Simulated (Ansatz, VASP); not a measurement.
**SnSe: VASP beside Ansatz**

```
CELL_PARAMETERS angstrom
0.00000 2.68174 3.79198
2.68174 0.00000 3.79198
2.68174 2.68174 0.00000
ATOMIC_POSITIONS crystal
Sn 0.00000 0.00000 0.00000
Se 0.50000 0.50000 0.50000
```

Alike in both runs: task single point; functional PBE; dispersion D3(BJ); k mesh 12 × 12 × 12; occupations gaussian, width 0.05 eV; no spin polarisation.

```csv
,VASP,Ansatz
version,VASP 6.6.1,Ansatz 0.2.0
potentials or method,"VASP PAW PBE potentials, release 64 (Sn_d, Se), cutoff 520 eV","scalar-relativistic, plane waves, PAW"
valence electrons in the cell,20,30
```

```csv
,VASP,Ansatz,Ansatz less VASP
gap on the k mesh at the Fermi level (eV),none,none,-
pressure (GPa),10.3,10.4,+0.02
"traceless stress, the component that is largest in VASP (GPa)",-15.82,-15.81,+0.012
```

A gap of «none» marks a metal or a gap that the smearing closes. VASP's potentials hold 20 valence electrons a cell and Ansatz's 30, so a difference there can come from the potentials and not from the codes.
